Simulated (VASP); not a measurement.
Br, 1 atom in the cell. The structure is tetragonal, space group I4/mmm (No. 139). Conventional cell: a = 2.891 Å, b = 2.891 Å, c = 7.225 Å, α = 90.00°, β = 90.00°, γ = 90.00°. Within 3.8 Å of Br (site symmetry 4/mmm) lie 4 Br at 2.89 Å. 

- Program: VASP 6.6.1
- Task: single point
- Functional: PBE
- Dispersion: D3(BJ)
- Potentials or basis: VASP PAW PBE potentials, release 64 (Br)
- Cutoff: 520 eV
- k mesh: 22 × 22 × 22
- Occupations: gaussian, width 0.15 eV
- Spin: no spin polarisation
- Dipole correction: no
- Further INCAR settings: ALGO = Normal; EDIFF = 1e-07; NBANDS = 10

Potentials or basis: VASP PAW PBE potentials, release 64 (Br).

The run is started by

```bash
$ cat potpaw_PBE.64/Br/POTCAR > POTCAR
$ mpirun -np 1 vasp_std > vasp.out
```

Hardware: 1 thread of Intel(R) Xeon(R) 6975P-C (Granite Rapids), with other jobs on the host.

Estimate the wall time of this run.

It took 78 s on 1 thread of Intel(R) Xeon(R) 6975P-C (Granite Rapids) (shared host), peak memory 0.37 GiB. Counts: scf iterations 12, k points 834.
